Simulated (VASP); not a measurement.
# OCo2 in VASP: single point with PBE

Aim: the single point of OCo2 with PBE.

Program: VASP 6.6.1. These are calculated values, not measurements. Logs are shortened: lines on timing, memory, paths and dates and some standing lists are left out, and cuts for length are marked.

## Step 1: The cell of the first run

The cell holds a cluster in a box, 3 atoms: a = 10.222 Å, b = 9.127 Å, c = 9.586 Å, α = 90.00°, β = 90.00°, γ = 90.00°.

## Step 2: Single point, PBE, collinear spin, antiferromagnetic start

Contents of INCAR:

```
SYSTEM = Co2O
PREC = Accurate ; ENCUT = 520
EDIFF = 1E-6 ; ISMEAR = -1
SIGMA = 0.1 ; LREAL = .False.
LASPH = .True. ; NELM = 150
ALGO = Normal ; ISIF = 2
LWAVE = .False. ; LCHARG = .True.
ISPIN = 2 ; MAGMOM = 0 1.5 -1.5
LORBIT = 11 ; LMAXMIX = 4
GGA = PE ; LELF = .True.
LVHAR = .True. ; NBANDS = 23
```

Contents of KPOINTS:

```
Automatic mesh
0
Gamma
  1 1 1
  0 0 0
```

Contents of POSCAR:

```
Co2O
1.0
   10.2219690000      0.0000000000      0.0000000000
    0.0000000000      9.1271880000      0.0000000000
    0.0000000000      0.0000000000      9.5859220000
O Co
1 2
Direct
    0.4429402000      0.5678089300      0.5327679300
    0.5837769900      0.6148284700      0.6605878900
    0.3700585000      0.4479048000      0.4074506900
```

Potentials or basis: VASP PAW PBE potentials, release 64 (O, Co).

On the command line:

```bash
$ cat potpaw_PBE.64/O/POTCAR potpaw_PBE.64/Co/POTCAR > POTCAR
$ mpirun -np 1 vasp_gam > vasp.out
```

OUTCAR:

```text
SYSTEM = Co2O
   PREC = Accurate
   ENCUT = 520
   EDIFF = 1E-6
   ISMEAR = -1
   LREAL = .False.
   LASPH = .True.
   NELM = 150
   ISIF = 2
   ISPIN = 2
   LORBIT = 11
   GGA = PE

 ion  position               nearest neighbor table
   1  0.443  0.568  0.533-   3 1.79   2 1.94
   2  0.584  0.615  0.661-   1 1.94
   3  0.370  0.448  0.407-   1 1.79

  LATTYP: Found a simple orthorhombic cell.
 ALAT       =     9.1271880000
 B/A-ratio  =     1.0502601678
 C/A-ratio  =     1.1199472390

  Lattice vectors:

 A1 = (   0.0000000000,   9.1271880000,   0.0000000000)
 A2 = (   0.0000000000,   0.0000000000,   9.5859220000)
 A3 = (  10.2219690000,   0.0000000000,   0.0000000000)

Analysis of symmetry for initial positions (statically):
=====================================================================
 Subroutine PRICEL returns:
 Original cell was already a primitive cell.

 Routine SETGRP: Setting up the symmetry group for a
 simple orthorhombic supercell.

 Subroutine GETGRP returns: Found  1 space group operations
 (whereof  1 operations were pure point group operations)
 out of a pool of  8 trial point group operations.

The static configuration has the point symmetry C_1 .

Analysis of symmetry for dynamics (positions and initial velocities):
=====================================================================
 Subroutine PRICEL returns:
 Original cell was already a primitive cell.

 Routine SETGRP: Setting up the symmetry group for a
 simple orthorhombic supercell.

 Subroutine GETGRP returns: Found  1 space group operations
 (whereof  1 operations were pure point group operations)
 out of a pool of  8 trial point group operations.

The dynamic configuration has the point symmetry C_1 .

Analysis of structural, dynamic, and magnetic symmetry:
=====================================================================
 Subroutine PRICEL returns:
 Original cell was already a primitive cell.

 Routine SETGRP: Setting up the symmetry group for a
 simple orthorhombic supercell.

 Subroutine GETGRP returns: Found  1 space group operations
 (whereof  1 operations were pure point group operations)
 out of a pool of  8 trial point group operations.

The overall configuration has the point symmetry C_1 .

 Subroutine INISYM returns: Found  1 space group operations
 (whereof  1 operations are pure point group operations),
 and found     1 'primitive' translations

----------------------------------------------------------------------------------------

                                     Primitive cell

  volume of cell :     894.3457

  direct lattice vectors                    reciprocal lattice vectors
    10.221969000  0.000000000  0.000000000     0.097828510  0.000000000  0.000000000
     0.000000000  9.127188000  0.000000000     0.000000000  0.109562770  0.000000000
     0.000000000  0.000000000  9.585922000     0.000000000  0.000000000  0.104319647

  length of vectors
    10.221969000  9.127188000  9.585922000     0.097828510  0.109562770  0.104319647

  position of ions in fractional coordinates (direct lattice)
     0.442940200  0.567808930  0.532767930
     0.583776990  0.614828470  0.660587890
     0.370058500  0.447904800  0.407450690

  ion indices of the primitive-cell ions
   primitive index   ion index
                 1           1
                 2           2
                 3           3

----------------------------------------------------------------------------------------

 KPOINTS: Automatic mesh

Automatic generation of k-mesh.
 Grid dimensions read from file:
 generate k-points for:    1    1    1

 Generating k-lattice:

  Cartesian coordinates                     Fractional coordinates (reciprocal lattice)
     0.097828510  0.000000000  0.000000000     1.000000000  0.000000000  0.000000000
     0.000000000  0.109562770  0.000000000     0.000000000  1.000000000  0.000000000
     0.000000000  0.000000000  0.104319647     0.000000000  0.000000000  1.000000000

  Length of vectors
     0.097828510  0.109562770  0.104319647

  Shift w.r.t. Gamma in fractional coordinates (k-lattice)
     0.000000000  0.000000000  0.000000000

 Subroutine IBZKPT returns following result:
 ===========================================

 Found      1 irreducible k-points:

 Following reciprocal coordinates:
            Coordinates               Weight
  0.000000  0.000000  0.000000      1.000000
   k-points           NKPTS =      1   k-points in BZ     NKDIM =      1   number of bands    NBANDS=     23
   number of dos      NEDOS =    301   number of ions     NIONS =      3
   total plane-waves  NPLWV = 403200
   dimension x,y,z NGX =    80 NGY =   70 NGZ =   72
   dimension x,y,z NGXF=   160 NGYF=  140 NGZF=  144
   ions per type =               1   2
   NGX,Y,Z   is equivalent  to a cutoff of  13.01, 12.75, 12.49 a.u.
   NGXF,Y,Z  is equivalent  to a cutoff of  26.02, 25.50, 24.97 a.u.
 SYSTEM =  Co2O
   PREC   = accura    normal or accurate (medium, high low for compatibility)
   ISTART =      0    job   : 0-new  1-cont  2-samecut
   ICHARG =      2    charge: 1-file 2-atom 10-const
   ISPIN  =      2    spin polarized calculation?
   LNONCOLLINEAR =      F non collinear calculations
   LSORBIT =      F    spin-orbit coupling
   LASPH  =      T    aspherical Exc in radial PAW
   ENCUT  =  520.0 eV  38.22 Ry    6.18 a.u.  19.01 16.97 17.82*2*pi/ulx,y,z
   NELM   =    150;   NELMIN=  2; NELMDL= -5     # of ELM steps
   EDIFF  = 0.1E-05   stopping-criterion for ELM
   LREAL  =      F    real-space projection
   EDIFFG = 0.1E-04   stopping-criterion for IOM
   NSW    =      0    number of steps for IOM
   IBRION =     -1    ionic relax: 0-MD 1-quasi-New 2-CG
   NFREE  =      0    steps in history (QN), initial steepest desc. (CG)
   ISIF   =      2    stress and relaxation
   ISYM   =      2    0-nonsym 1-usesym 2-fastsym
   POTIM  = 0.5000    time-step for ionic-motion
   TEBEG  =    0.0;   TEEND  =   0.0 temperature during run
   PSTRESS=    0.0 pullay stress
   NELECT =      24.0000    total number of electrons
   NUPDOWN=      -1.0000    fix difference up-down
   EMIN   =  10.00;   EMAX   =-10.00  energy-range for DOS
   EFERMI =   0.00;   METHOD = LEGACY
   ISMEAR =    -1;   SIGMA  =   0.10  broadening in eV -4-tet -1-fermi 0-gaus
   EFERMI_NEDOS =   21; number of points for ismear=-14 and -15
   IALGO  =     38    algorithm
   IMIX   =      4    mixing-type and parameters
     AMIX     =   0.40;   BMIX     =  1.00
     AMIX_MAG =   1.60;   BMIX_MAG =  1.00
  volume/ion in A,a.u.               =     298.12      2011.78
  Fermi-wavevector in a.u.,A,eV,Ry     =   0.490129  0.926209  3.268475  0.240226
  Thomas-Fermi vector in A             =   1.492825
   LORBIT       =     11    0 simple, 1 ext, 2 COOP (PROOUT), +10 PAW based schemes
   GGA     = PE    functional components
   LHFCALC =     F    Hartree Fock is set to
   AEXX    =    0.0000 exact exchange contribution
   IVDW    =     0    specifies the selected vdW correction
   LEPSILON=     F    determine dielectric tensor
   LRPA    =     F    only Hartree local field effects (RPA)
 spin polarized calculation
  energy-cutoff  :      520.00
  volume of cell :      894.35
 maximum number of plane-waves:     12017
 NGX is ok and might be reduce to    80
   NGX = 39   NGY = 33   NGZ = 35

 number of electron      24.0000000 magnetization      -0.0000000

 number of electron      24.0000004 magnetization       0.6302905

 Free energy of the ion-electron system (eV)
  ---------------------------------------------------
  ext. energy  EPLUGINS =         0.00000000
  ---------------------------------------------------
  free energy    TOTEN  =       -12.81755500 eV

  energy without entropy =      -12.48158170  energy(sigma->0) =      -12.64956835

 E-fermi :  -3.7426     XC(G=0):  -1.6559

 val. band max:       -3.8585983111   @ k =   0.0000   0.0000   0.0000
 cond. band min:      -3.5714718276   @ k =   0.0000   0.0000   0.0000
 fundamental gap:      0.2871264835
 Fermi energy:        -3.7425995830

 spin component 1

 k-point     1 :       0.0000    0.0000    0.0000
  band No.  band energies     occupation
      1     -21.3838      1.00000
      2      -9.0335      1.00000
      3      -7.3903      1.00000
      4      -7.3427      1.00000
      5      -6.0549      1.00000
      6      -5.9898      1.00000
      7      -5.6734      1.00000
      8      -5.6696      1.00000
      9      -5.5870      1.00000
     10      -4.3157      0.99677
     11      -3.8668      0.77588
     12      -3.8611      0.76586
     13      -3.8589      0.76193
     14      -3.2621      0.00812
     15      -3.2435      0.00675
     16      -2.5466      0.00001
     17      -0.2057      0.00000
     18      -0.0571      0.00000
     19       0.0626      0.00000
     20       0.1038      0.00000
     21       0.1997      0.00000
     22       0.9355      0.00000
     23       1.4806      0.00000
 Fermi energy:        -3.7425995830

 spin component 2

 k-point     1 :       0.0000    0.0000    0.0000
  band No.  band energies     occupation
      1     -21.5235      1.00000
      2      -9.1025      1.00000
      3      -7.5370      1.00000
      4      -7.5323      1.00000
      5      -5.6226      1.00000
      6      -5.6001      1.00000
      7      -5.4753      1.00000
      8      -5.4738      1.00000
      9      -5.3159      1.00000
     10      -4.3082      0.99652
     11      -3.8587      0.76145
     12      -3.8586      0.76133
     13      -3.5715      0.15300
     14      -3.2548      0.00756
     15      -3.2100      0.00484
     16      -2.2357      0.00000
     17       0.0374      0.00000
     18       0.0959      0.00000
     19       0.2742      0.00000
     20       0.3305      0.00000
     21       0.4212      0.00000
     22       1.1840      0.00000
     23       1.6954      0.00000

------------------------ aborting loop because EDIFF is reached ----------------------------------------

  FORCE on cell =-STRESS in cart. coord.  units (eV):
  Direction    XX          YY          ZZ          XY          YZ          ZX
  --------------------------------------------------------------------------------------
  -------------------------------------------------------------------------------------
  Total       -3.2211717     -1.7146510     -3.6703881     -1.7955439     -2.2396184     -3.2501384
  in kB       -5.7705739     -3.0717146     -6.5753234     -3.2166304     -4.0121685     -5.8224665
  external PRESSURE =      -5.1392040 kB  Pullay stress =       0.0000000 kB

 VOLUME and BASIS-vectors are now :
 -----------------------------------------------------------------------------
  energy-cutoff  :      520.00
  volume of cell :      894.35
      direct lattice vectors                 reciprocal lattice vectors
    10.221969000  0.000000000  0.000000000     0.097828510  0.000000000  0.000000000
     0.000000000  9.127188000  0.000000000     0.000000000  0.109562770  0.000000000
     0.000000000  0.000000000  9.585922000     0.000000000  0.000000000  0.104319647

 POSITION                                       TOTAL-FORCE (eV/Angst)
 -----------------------------------------------------------------------------------
      4.52772      5.18250      5.10707         0.728633     -0.671594      0.043423
      5.96735      5.61166      6.33234        -1.703507     -0.592333     -1.502675
      3.78273      4.08811      3.90579         0.974874      1.263926      1.459252
 -----------------------------------------------------------------------------------
    total drift:                               -0.002299     -0.002082     -0.003647

  FREE ENERGIE OF THE ION-ELECTRON SYSTEM (eV)
  ---------------------------------------------------
  free  energy   TOTEN  =       -12.8175549955 eV

  energy  without entropy=      -12.4815817021  energy(sigma->0) =      -12.64956835

 total charge

# of ion       s       p       d       tot
------------------------------------------
    1        1.574   3.303   0.000   4.877
    2        0.394   0.119   7.140   7.652
    3        0.422   0.156   7.231   7.809
--------------------------------------------------
tot          2.390   3.578  14.371  20.339

 magnetization (x)

# of ion       s       p       d       tot
------------------------------------------
    1        0.005  -0.082   0.000  -0.076
    2        0.137   0.025   2.216   2.377
    3        0.025  -0.013  -2.064  -2.052
--------------------------------------------------
tot          0.167  -0.070   0.152   0.249
```

Wall time 4.2 min (1 thread of Intel Xeon Platinum 8488C (Sapphire Rapids), shared host); peak memory 1.1 GiB.

Results:

```yaml
Free_energy: -12.8176 eV
Largest_force: 2.348 eV/Å
Gap_between_the_frontier_levels: 0.29 eV
Net_moment: 0.63 μB per cell
Site_moments: O -0.08; Co +2.38, -2.05 μB
Valence_electrons_inside_the_program's_atomic_spheres: O 4.88; Co 7.65, 7.81
```

Forces on the atoms (eV/Å):
```
O    0.729 -0.672  0.043
Co  -1.704 -0.592 -1.503
Co   0.975  1.264  1.459
```

Levels at points of the mesh, in eV from the valence-band top:
Spin up:
```
           k point  band 9  band 10  band 11  band 12  band 13  band 14  band 15  band 16  band 17  band 18
(0.00, 0.00, 0.00)   -1.73    -0.46    -0.01     0.00     0.00     0.60     0.62     1.31     3.65     3.80
```
Spin down:
| k point | band 9 | band 10 | band 11 | band 12 | band 13 | band 14 | band 15 | band 16 |
| --- | --- | --- | --- | --- | --- | --- | --- | --- |
| (0.00, 0.00, 0.00) | -1.46 | -0.45 | 0.00 | 0.00 | 0.29 | 0.60 | 0.65 | 1.62 |
